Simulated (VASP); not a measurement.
Write the native input for VASP 6.6.1 that does the following.

```
Task                   : relaxation of cell and atoms
Functional             : PBE
Dispersion             : D3(BJ)
Potentials or basis    : VASP PAW PBE potentials, release 64 (Tl_d, Br)
Cutoff                 : 500 eV
k mesh                 : 8 × 8 × 8
Occupations            : gaussian, width 0.01 eV
Spin                   : no spin polarisation
Target pressure        : 12 GPa
Dipole correction      : no
Further INCAR settings : ALGO = Normal; EDIFF = 1e-07; IBRION = 2; EDIFFG = -0.001; NSW = 80; ISIF = 3
```

The structure of TlBr lies in POSCAR:

```
TlBr
1.0
    3.9791788306      0.0000000000      0.0000000000
    0.0000000000      3.9791788306      0.0000000000
    0.0000000000      0.0000000000      3.9791788306
Tl Br
1 1
Direct
    0.0000000000      0.0000000000      0.0000000000
    0.5000000000      0.5000000000      0.5000000000
```

One way to write it, as run:

INCAR

```
SYSTEM = TlBr
ALGO     = Normal         ! electronic algorithm
EDIFF    = 1E-7           ! SCF threshold, eV
EDIFFG   = -0.001         ! ionic threshold
ENCUT    = 500            ! plane-wave cutoff, eV
GGA      = PE             ! functional
GGA_COMPAT= .FALSE.      
IBRION   = 2              ! ionic algorithm
ISIF     = 3              ! what is computed and relaxed
ISMEAR   = 0              ! smearing method
IVDW     = 12             ! dispersion correction
LASPH    = .TRUE.         ! aspherical terms in the spheres
LCHARG   = .FALSE.        ! write CHGCAR
LREAL    = .FALSE.        ! projectors in reciprocal space
LWAVE    = .FALSE.        ! write WAVECAR
NELM     = 120            ! most SCF steps
NELMIN   = 4            
NSW      = 80             ! ionic steps
PREC     = Accurate       ! precision mode
PSTRESS  = 120.0        
SIGMA    = 0.01           ! smearing width, eV
```

KPOINTS

```
k-points
0
G
  8 8 8
  0 0 0
```

Potentials or basis: VASP PAW PBE potentials, release 64 (Tl_d, Br).

The run is started by

```sh
$ cat potpaw_PBE.64/Tl_d/POTCAR potpaw_PBE.64/Br/POTCAR > POTCAR
$ mpirun -np 1 vasp_std > vasp.out
```

Results of the run:

| Item | Value |
| --- | --- |
| Relaxed volume | 24.16 Å³/atom |
| Relaxed cell | a = 3.642 Å, b = 3.642 Å, c = 3.642 Å, α = 90.00°, β = 90.00°, γ = 90.00° |
| Space group after relaxing (to 0.05 Å) | Pm-3m (No. 221) |
| Energy change on relaxing (the enthalpy is what falls) | +206.3 meV/atom |
| Ionic steps | 15 |
| Pressure after relaxing | 12.0 GPa |
| Band gap on the k mesh | 0.66 eV, indirect (least direct gap 0.99 eV) |
| Dispersion energy per atom | -0.355 eV |

Caveat: the cell is relaxed towards a set pressure, so the enthalpy falls and the energy may rise; the volume moved by over 15 % at a fixed basis, so the end points are rough; spin-orbit coupling is left out, which moves the levels of the heavy elements.

It used 570 s of CPU time on 1 thread of AMD EPYC 7R13 Processor (Zen 3), on a shared host.
